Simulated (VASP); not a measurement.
A run of VASP 6.6.1:

POSCAR

```
Zn
1.0
    2.5650785798      0.0000000000      0.0000000000
   -1.2825392899      2.2214232128      0.0000000000
    0.0000000000      0.0000000000      4.8024195267
Zn
2
Direct
    0.3333333333      0.6666666667      0.2500000000
    0.6666666667      0.3333333333      0.7500000000
```

The input INCAR.step1:

```
PREC = Accurate ; ENCUT = 600
ISMEAR = 0 ; SIGMA = 0.1
LREAL = False ; LASPH = True
NELM = 60 ; GGA = PE
ALGO = Normal ; EDIFF = 1E-4
LWAVE = True ; LCHARG = False
```

INCAR.step2

```
PREC = Accurate ; ENCUT = 600
EDIFF = 1E-6 ; ISMEAR = 0
SIGMA = 0.1 ; LREAL = False
LASPH = True ; NELM = 60
ALGO = Normal ; ISIF = 4
LWAVE = False ; LCHARG = False
METAGGA = R2SCAN ; LMIXTAU = True
IBRION = 2 ; NSW = 50
EDIFFG = -0.01 ; ISTART = 1
```

The input KPOINTS:

```
Automatic mesh
0
Gamma
  18 18 8
```

Potentials or basis: VASP PAW PBE potentials, release 64 (Zn).

The run is started by

```sh
$ cat potpaw_PBE.64/Zn/POTCAR > POTCAR
$ cp INCAR.step1 INCAR
$ mpirun -np 1 vasp_std > vasp.out
$ cp INCAR.step2 INCAR
$ mpirun -np 1 vasp_std > vasp.out
```

Hardware: 1 thread of Intel Xeon 8259CL (shared host).

How long does it take, and how much memory?

It took 22 min on 1 thread of Intel Xeon 8259CL (shared host), peak memory 0.22 GiB. Counts: k points 185, ion steps 6.
